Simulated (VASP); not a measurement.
# CsPbBr3 (Pm-3m) in VASP: relaxation of cell and atoms with PBE+D3(BJ)

Aim: the relaxation of cell and atoms of CsPbBr3 with PBE+D3(BJ).

All numbers are computed with VASP 6.6.1; they aren't measurements. Logs are shortened: lines on timing, memory, paths and dates and some standing lists are left out, and cuts for length are marked.

**1. The cell of the first run**

It takes space group Pm-3m (No. 221, cubic). Conventional cell: a = 5.998 Å, b = 5.998 Å, c = 5.998 Å, α = 90.00°, β = 90.00°, γ = 90.00°. Cs (site symmetry m-3m) has 12 Br at 4.24 Å and 8 Pb at 5.19 Å within 5.6 Å. Within 3.9 Å of Pb (site symmetry m-3m) lie 6 Br at 3.00 Å. Within 3.9 Å of Br (site symmetry 4/mmm) lie 2 Pb at 3.00 Å.

**2. Relaxation of cell and atoms, PBE+D3(BJ)**

Input file INCAR:

```
PREC = Accurate
ENCUT = 600
EDIFF = 1E-6
ISMEAR = 0
SIGMA = 0.02
LREAL = False
LASPH = True
NELM = 60
ALGO = Normal
ISIF = 3
LWAVE = False
LCHARG = False
GGA = PE
IVDW = 12
IBRION = 2
NSW = 70
EDIFFG = -0.005
```

Input file KPOINTS:

```
regular mesh
0
Gamma
  6 6 6
```

Input file POSCAR:

```
CsPbBr3
1.0
    5.9981178917      0.0000000000      0.0000000000
    0.0000000000      5.9981178917      0.0000000000
    0.0000000000      0.0000000000      5.9981178917
Cs Pb Br
1 1 3
Direct
    0.0000000000      0.0000000000      0.0000000000
    0.5000000000      0.5000000000      0.5000000000
    0.0000000000      0.5000000000      0.5000000000
    0.5000000000      0.0000000000      0.5000000000
    0.5000000000      0.5000000000      0.0000000000
```

Potentials or basis: VASP PAW PBE potentials, release 64 (Cs_sv, Pb_d, Br).

Run with:

```bash
cat potpaw_PBE.64/Cs_sv/POTCAR potpaw_PBE.64/Pb_d/POTCAR potpaw_PBE.64/Br/POTCAR > POTCAR
mpirun -np 1 vasp_std > vasp.out
```

OUTCAR:

```text
PREC = Accurate
   ENCUT = 600
   EDIFF = 1E-6
   ISMEAR = 0
   LREAL = False
   LASPH = True
   NELM = 60
   ISIF = 3
   GGA = PE
   IVDW = 12
   IBRION = 2
   NSW = 70
   EDIFFG = -0.005
 IVDW          = 12

 ion  position               nearest neighbor table
   1  0.000  0.000  0.000-
   2  0.500  0.500  0.500-   3 3.00   4 3.00   5 3.00   5 3.00   4 3.00   3 3.00
   3  0.000  0.500  0.500-   2 3.00   2 3.00
   4  0.500  0.000  0.500-   2 3.00   2 3.00
   5  0.500  0.500  0.000-   2 3.00   2 3.00

  LATTYP: Found a simple cubic cell.
 ALAT       =     5.9981178917

  Lattice vectors:

 A1 = (   5.9981178917,   0.0000000000,   0.0000000000)
 A2 = (   0.0000000000,   5.9981178917,   0.0000000000)
 A3 = (   0.0000000000,   0.0000000000,   5.9981178917)

Analysis of symmetry for initial positions (statically):
=====================================================================
 Subroutine PRICEL returns:
 Original cell was already a primitive cell.

 Routine SETGRP: Setting up the symmetry group for a
 simple cubic supercell.

 Subroutine GETGRP returns: Found 48 space group operations
 (whereof 48 operations were pure point group operations)
 out of a pool of 48 trial point group operations.

The static configuration has the point symmetry O_h .

Analysis of symmetry for dynamics (positions and initial velocities):
=====================================================================
 Subroutine PRICEL returns:
 Original cell was already a primitive cell.

 Routine SETGRP: Setting up the symmetry group for a
 simple cubic supercell.

 Subroutine GETGRP returns: Found 48 space group operations
 (whereof 48 operations were pure point group operations)
 out of a pool of 48 trial point group operations.

The dynamic configuration has the point symmetry O_h .

 Subroutine INISYM returns: Found 48 space group operations
 (whereof 48 operations are pure point group operations),
 and found     1 'primitive' translations

----------------------------------------------------------------------------------------

                                     Primitive cell

  volume of cell :     215.7968

  direct lattice vectors                    reciprocal lattice vectors
     5.998117892  0.000000000  0.000000000     0.166718964  0.000000000  0.000000000
     0.000000000  5.998117892  0.000000000     0.000000000  0.166718964  0.000000000
     0.000000000  0.000000000  5.998117892     0.000000000  0.000000000  0.166718964

  length of vectors
     5.998117892  5.998117892  5.998117892     0.166718964  0.166718964  0.166718964

  position of ions in fractional coordinates (direct lattice)
     0.000000000  0.000000000  0.000000000
     0.500000000  0.500000000  0.500000000
     0.000000000  0.500000000  0.500000000
     0.500000000  0.000000000  0.500000000
     0.500000000  0.500000000  0.000000000

  ion indices of the primitive-cell ions
   primitive index   ion index
                 1           1
                 2           2
                 3           3
                 4           4
                 5           5

----------------------------------------------------------------------------------------

 KPOINTS: regular mesh

Automatic generation of k-mesh.
 Grid dimensions read from file:
 generate k-points for:    6    6    6

 Generating k-lattice:

  Cartesian coordinates                     Fractional coordinates (reciprocal lattice)
     0.027786494  0.000000000  0.000000000     0.166666667  0.000000000  0.000000000
     0.000000000  0.027786494  0.000000000     0.000000000  0.166666667  0.000000000
     0.000000000  0.000000000  0.027786494     0.000000000  0.000000000  0.166666667

  Length of vectors
     0.027786494  0.027786494  0.027786494

  Shift w.r.t. Gamma in fractional coordinates (k-lattice)
     0.000000000  0.000000000  0.000000000

 Subroutine IBZKPT returns following result:
 ===========================================

 Found     20 irreducible k-points:

 Following reciprocal coordinates:
            Coordinates               Weight
  0.000000  0.000000  0.000000      1.000000
  0.166667  0.000000  0.000000      6.000000
  0.333333  0.000000  0.000000      6.000000
  0.500000  0.000000  0.000000      3.000000
  0.166667  0.166667  0.000000     12.000000
  0.333333  0.166667  0.000000     24.000000
[... 12 lines left out ...]
  0.500000  0.500000  0.333333      6.000000
  0.500000  0.500000  0.500000      1.000000
   k-points           NKPTS =     20   k-points in BZ     NKDIM =     20   number of bands    NBANDS=     26
   number of dos      NEDOS =    301   number of ions     NIONS =      5
   total plane-waves  NPLWV = 110592
   dimension x,y,z NGX =    48 NGY =   48 NGZ =   48
   dimension x,y,z NGXF=    96 NGYF=   96 NGZF=   96
   ions per type =               1   1   3
   NGX,Y,Z   is equivalent  to a cutoff of  13.30, 13.30, 13.30 a.u.
   NGXF,Y,Z  is equivalent  to a cutoff of  26.61, 26.61, 26.61 a.u.
 SYSTEM =  unknown system
   PREC   = accura    normal or accurate (medium, high low for compatibility)
   ISTART =      0    job   : 0-new  1-cont  2-samecut
   ICHARG =      2    charge: 1-file 2-atom 10-const
   ISPIN  =      1    spin polarized calculation?
   LNONCOLLINEAR =      F non collinear calculations
   LSORBIT =      F    spin-orbit coupling
   LASPH  =      T    aspherical Exc in radial PAW
   ENCUT  =  600.0 eV  44.10 Ry    6.64 a.u.  11.98 11.98 11.98*2*pi/ulx,y,z
   NELM   =     60;   NELMIN=  2; NELMDL= -5     # of ELM steps
   EDIFF  = 0.1E-05   stopping-criterion for ELM
   LREAL  =      F    real-space projection
   EDIFFG = -.5E-02   stopping-criterion for IOM
   NSW    =     70    number of steps for IOM
   IBRION =      2    ionic relax: 0-MD 1-quasi-New 2-CG
   NFREE  =      1    steps in history (QN), initial steepest desc. (CG)
   ISIF   =      3    stress and relaxation
   ISYM   =      2    0-nonsym 1-usesym 2-fastsym
   POTIM  = 0.5000    time-step for ionic-motion
   TEBEG  =    0.0;   TEEND  =   0.0 temperature during run
   PSTRESS=    0.0 pullay stress
   NELECT =      44.0000    total number of electrons
   NUPDOWN=      -1.0000    fix difference up-down
   EMIN   =  10.00;   EMAX   =-10.00  energy-range for DOS
   EFERMI =   0.00;   METHOD = LEGACY
   ISMEAR =     0;   SIGMA  =   0.02  broadening in eV -4-tet -1-fermi 0-gaus
   EFERMI_NEDOS =   21; number of points for ismear=-14 and -15
   IALGO  =     38    algorithm
   IMIX   =      4    mixing-type and parameters
     AMIX     =   0.40;   BMIX     =  1.00
     AMIX_MAG =   1.60;   BMIX_MAG =  1.00
  volume/ion in A,a.u.               =      43.16       291.25
  Fermi-wavevector in a.u.,A,eV,Ry     =   0.963557  1.820859 12.632220  0.928442
  Thomas-Fermi vector in A             =   2.093113
   LORBIT       =      0    0 simple, 1 ext, 2 COOP (PROOUT), +10 PAW based schemes
   GGA     = PE    functional components
   LHFCALC =     F    Hartree Fock is set to
   AEXX    =    0.0000 exact exchange contribution
   IVDW    =    12    specifies the selected vdW correction
   LEPSILON=     F    determine dielectric tensor
   LRPA    =     F    only Hartree local field effects (RPA)
 conjugate gradient relaxation of ions
 non-spin polarized calculation
 Gauss-broadening in eV      SIGMA  =   0.02
  energy-cutoff  :      600.00
  volume of cell :      215.80
 maximum number of plane-waves:      7248
 NGX is ok and might be reduce to    48
   NGX = 23   NGY = 23   NGZ = 23

--------------------------------------- Ionic step        1  -------------------------------------------

 number of electron      43.9999992 magnetization

 Free energy of the ion-electron system (eV)
  ---------------------------------------------------
  ext. energy  EPLUGINS =         0.00000000
  ---------------------------------------------------
  free energy    TOTEN  =       -15.89668754 eV

  energy without entropy =      -15.89668754  energy(sigma->0) =      -15.89668754

------------------------ aborting loop because EDIFF is reached ----------------------------------------

 Edisp (eV)   -1.02819

 E8    (eV) :    -0.4908

  FORCE on cell =-STRESS in cart. coord.  units (eV):
  Direction    XX          YY          ZZ          XY          YZ          ZX
  --------------------------------------------------------------------------------------
  -------------------------------------------------------------------------------------
  Total      -0.97163    -0.97163    -0.97163    -0.00000     0.00000    -0.00000
  in kB      -7.21384    -7.21384    -7.21384    -0.00000     0.00000    -0.00000
  external pressure =       -7.21 kB  Pullay stress =        0.00 kB

 VOLUME and BASIS-vectors are now :
 -----------------------------------------------------------------------------
  energy-cutoff  :      600.00
  volume of cell :      215.80
      direct lattice vectors                 reciprocal lattice vectors
     5.998117892  0.000000000  0.000000000     0.166718964  0.000000000  0.000000000
     0.000000000  5.998117892  0.000000000     0.000000000  0.166718964  0.000000000
     0.000000000  0.000000000  5.998117892     0.000000000  0.000000000  0.166718964
[... 44 lines left out ...]
 POSITION                                       TOTAL-FORCE (eV/Angst)
 -----------------------------------------------------------------------------------
      0.00000      0.00000      0.00000        -0.000000     -0.000000      0.000000
      2.97094      2.97094      2.97094         0.000000      0.000000      0.000000
      0.00000      2.97094      2.97094        -0.000000     -0.000000      0.000000
      2.97094      0.00000      2.97094        -0.000000     -0.000000      0.000000
      2.97094      2.97094      0.00000        -0.000000     -0.000000      0.000000
 -----------------------------------------------------------------------------------
    total drift:                                0.000000     -0.000000     -0.000000

  FREE ENERGIE OF THE ION-ELECTRON SYSTEM (eV)
  ---------------------------------------------------
  free  energy   TOTEN  =       -16.9422006973 eV

  energy  without entropy=      -16.9422006973  energy(sigma->0) =      -16.94220070

--------------------------------------- Ionic step        3  -------------------------------------------

 number of electron      43.9999991 magnetization

 Free energy of the ion-electron system (eV)
  ---------------------------------------------------
  ext. energy  EPLUGINS =         0.00000000
  ---------------------------------------------------
  free energy    TOTEN  =       -15.87631318 eV

  energy without entropy =      -15.87631318  energy(sigma->0) =      -15.87631318

 E-fermi :   1.1776     XC(G=0):  -7.5254

 val. band max:        1.0040084696   @ k =   0.5000   0.5000   0.5000
 cond. band min:       2.6479025595   @ k =   0.5000   0.5000   0.5000
 fundamental gap:      1.6438940898
 Fermi energy:         1.1776178252

 k-point     1 :       0.0000    0.0000    0.0000
  band No.  band energies     occupation
      1     -20.3718      2.00000
      2     -15.7681      2.00000
      3     -15.7681      2.00000
      4     -15.6300      2.00000
      5     -15.6300      2.00000
      6     -15.6300      2.00000
[... 18 lines left out ...]
     25       5.2624      0.00000
     26       6.0084      0.00000
[... 575 lines left out ...]
 POSITION                                       TOTAL-FORCE (eV/Angst)
 -----------------------------------------------------------------------------------
      0.00000      0.00000      0.00000        -0.000000     -0.000000      0.000000
      2.96208      2.96208      2.96208         0.000000      0.000000      0.000000
      0.00000      2.96208      2.96208        -0.000000     -0.000000      0.000000
      2.96208      0.00000      2.96208        -0.000000     -0.000000      0.000000
      2.96208      2.96208      0.00000        -0.000000     -0.000000      0.000000
 -----------------------------------------------------------------------------------
    total drift:                                0.000000     -0.000000     -0.000000

  FREE ENERGIE OF THE ION-ELECTRON SYSTEM (eV)
  ---------------------------------------------------
  free  energy   TOTEN  =       -16.9433779577 eV

  energy  without entropy=      -16.9433779577  energy(sigma->0) =      -16.94337796

 reached required accuracy - stopping structural energy minimisation
```

Wall time 2.5 min (1 thread of Intel Xeon Platinum 8559C (Emerald Rapids), shared host); peak memory 0.43 GiB.

Results:

```yaml
Free_energy: -16.9434 eV
Relaxed_volume: 41.58 Å³/atom
Relaxed_cell: a = 5.924 Å, b = 5.924 Å, c = 5.924 Å, α = 90.00°, β = 90.00°, γ = 90.00°
Space_group_after_relaxing_to_0.1_Å: Pm-3m (No. 221)
Energy_gained_by_relaxing: 3.7 meV/atom
Ionic_steps: 3
Pressure_after_relaxing: 0.0 GPa
Band_gap_on_the_k_mesh: 1.64 eV
Dispersion_energy_per_atom: -0.213 eV
```

Step by step:
```
step  energy change (eV)  largest force (eV/Å)  pressure (GPa)  volume (Å³)
   1              0.0000                0.0000           -0.72       215.80
   2             -0.0173                0.0000           -0.19       209.78
   3             -0.0185                0.0000           -0.01       207.91
```

Final structure:
```
CELL_PARAMETERS angstrom
5.92416 0.00000 0.00000
0.00000 5.92416 0.00000
0.00000 0.00000 5.92416
ATOMIC_POSITIONS crystal
Cs 0.00000 0.00000 0.00000
Pb 0.50000 0.50000 0.50000
Br 0.00000 0.50000 0.50000
Br 0.50000 0.00000 0.50000
Br 0.50000 0.50000 0.00000
```

Caveat: spin-orbit coupling is left out, which moves the levels of the heavy elements. A k mesh can miss the band edges.
